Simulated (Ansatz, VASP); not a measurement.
One calculation of TaN, two programs

```
Ta N
1.0
     0.18536    2.34068    2.34068
     2.34068    0.18536    2.34068
     2.34068    2.34068    0.18536
Ta N
1 1
Direct
  0.50000 0.50000 0.50000
  0.00000 0.00000 0.00000
```

Alike in both runs: task single point; functional PBEsol; k mesh 20 × 20 × 20; occupations gaussian, width 0.15 eV; no spin polarisation.

```csv
,VASP,Ansatz
version,VASP 6.6.1,Ansatz 0.2.0
potentials or method,"VASP PAW PBE potentials, release 64 (Ta_pv, N), cutoff 520 eV","scalar-relativistic, plane waves, PAW"
valence electrons in the cell,16,18
```

```csv
,VASP,Ansatz,Ansatz less VASP
gap on the k mesh at the Fermi level (eV),none,none,-
pressure (GPa),-21.5,-22.4,-0.86
"traceless stress, the component that is largest in VASP (GPa)",-3.93,-4.00,-0.074
```

VASP's potentials were made for PBE, not for PBEsol, and Ansatz warns of the same on its side. A gap of «none» marks a metal or a gap that the smearing closes. The functional is the same, so the differences come from potentials, cutoffs and numerics. VASP's potentials hold 16 valence electrons a cell and Ansatz's 18, so a difference there can come from the potentials and not from the codes.

Neither program's run includes spin-orbit coupling.
